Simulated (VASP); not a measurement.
Write the native input for VASP 6.6.1 that does the following.

* Task: G0W0 quasiparticle levels
* Functional: HSE06
* Potentials or basis: VASP PAW PBE potentials, release 64 (B_GW, N_GW)
* Cutoff: 500 eV
* k mesh: 6 × 6 × 4
* Occupations: gaussian, width 0.01 eV
* Spin: no spin polarisation
* Dipole correction: no
* GW scheme: G0W0
* GW iterations: 1
* Cutoff of the response function: 180
* Frequency points: 48
* Empty bands: 129
* Grid for exact exchange (PRECFOCK): Fast
* Further INCAR settings: ALGO = EVGW0; EDIFF = 1e-08; NBANDS = 137
* Share of exact exchange: 0.25
* Screening parameter: 0.2 1/Å

Crystal: BN.

```
B N
1.0
     2.54395    0.00000    0.00000
    -1.27197    2.20312    0.00000
     0.00000    0.00000    4.20782
B N
2 2
Cartesian
  1.2720 0.7344 0.0009
  0.0000 1.4687 2.1048
  1.2720 0.7344 1.5771
  0.0000 1.4687 3.6810
```

These files were run (other wordings do the same):

POSCAR

```
BN
1.0
    2.5439493101      0.0000000000      0.0000000000
   -1.2719746550      2.2031247285      0.0000000000
    0.0000000000      0.0000000000      4.2078167837
B N
2 2
Direct
    0.6666666667      0.3333333333      0.0002035745
    0.3333333333      0.6666666667      0.5002035745
    0.6666666667      0.3333333333      0.3747964255
    0.3333333333      0.6666666667      0.8747964255
```

INCAR.step1

```
PREC     = Accurate       # precision mode
ENCUT    = 500            # plane-wave cutoff, eV
EDIFF    = 1E-5           # SCF threshold, eV
ISMEAR   = 0              # smearing method
SIGMA    = 0.02           # smearing width, eV
LREAL    = F              # projectors in reciprocal space
LASPH    = T              # aspherical terms in the spheres
NELM     = 100            # most SCF steps
ALGO     = Normal         # electronic algorithm
ISIF     = 2              # what is computed and relaxed
LWAVE    = T              # write WAVECAR
LCHARG   = F              # write CHGCAR
GGA      = PE             # functional
```

INCAR.step2

```
PREC     = Accurate       # precision mode
ENCUT    = 500            # plane-wave cutoff, eV
EDIFF    = 1E-8           # SCF threshold, eV
ISMEAR   = 0              # smearing method
SIGMA    = 0.01           # smearing width, eV
LREAL    = F              # projectors in reciprocal space
LASPH    = T              # aspherical terms in the spheres
NELM     = 100            # most SCF steps
ALGO     = Normal         # electronic algorithm
LWAVE    = T              # write WAVECAR
LCHARG   = F              # write CHGCAR
GGA      = PE             # functional
LHFCALC  = T              # exact exchange
HFSCREEN = 0.2            # screening, 1/A
PRECFOCK = Fast         
ISTART   = 1
```

INCAR.step3

```
PREC     = Accurate       # precision mode
ENCUT    = 500            # plane-wave cutoff, eV
EDIFF    = 1E-8           # SCF threshold, eV
ISMEAR   = 0              # smearing method
SIGMA    = 0.01           # smearing width, eV
LREAL    = F              # projectors in reciprocal space
LASPH    = T              # aspherical terms in the spheres
NELM     = 1              # most SCF steps
ALGO     = Exact          # electronic algorithm
LWAVE    = T              # write WAVECAR
LCHARG   = F              # write CHGCAR
GGA      = PE             # functional
LHFCALC  = T              # exact exchange
HFSCREEN = 0.2            # screening, 1/A
PRECFOCK = Fast         
ISTART   = 1            
NBANDS   = 137            # bands
LOPTICS  = T              # frequency-dependent dielectric function
```

INCAR.step4

```
PREC     = Accurate       # precision mode
ENCUT    = 500            # plane-wave cutoff, eV
EDIFF    = 1E-8           # SCF threshold, eV
ISMEAR   = 0              # smearing method
SIGMA    = 0.01           # smearing width, eV
LREAL    = F              # projectors in reciprocal space
LASPH    = T              # aspherical terms in the spheres
ALGO     = EVGW0          # electronic algorithm
LWAVE    = F              # write WAVECAR
LCHARG   = F              # write CHGCAR
GGA      = PE             # functional
LHFCALC  = T              # exact exchange
HFSCREEN = 0.2            # screening, 1/A
PRECFOCK = Fast         
ISTART   = 1            
NELMGW   = 1            
NBANDS   = 137            # bands
ENCUTGW  = 180.0          # cutoff of the response function
NOMEGA   = 48             # frequency points
NBANDSGW = 16
```

KPOINTS

```
Automatic mesh
0
Gamma
  6 6 4
```

Potentials or basis: VASP PAW PBE potentials, release 64 (B_GW, N_GW).

The run is started by

```sh
$ cat potpaw_PBE.64/B_GW/POTCAR potpaw_PBE.64/N_GW/POTCAR > POTCAR
$ cp INCAR.step1 INCAR
$ mpirun -np 1 vasp_std > vasp.out
$ cp INCAR.step2 INCAR
$ mpirun -np 1 vasp_std > vasp.out
$ cp INCAR.step3 INCAR
$ mpirun -np 1 vasp_std > vasp.out
$ cp INCAR.step4 INCAR
$ mpirun -np 1 vasp_std > vasp.out
```

It gave:

* Quasiparticle gap: 7.23 eV
* Least direct quasiparticle gap: 10.85 eV
* Band gap of the starting levels on the mesh: 6.55 eV
* Least direct gap of the starting levels on the mesh: 9.99 eV

Caveat: the k points lie up to 0.48 Å⁻¹ apart; bands, screening cutoff and mesh are small and nothing is extrapolated, so the quasiparticle values aren't converged.

Run time: 22 min on 1 thread of Intel(R) Xeon(R) 6975P-C (Granite Rapids), with other jobs on the host, peak memory 0.57 GiB.
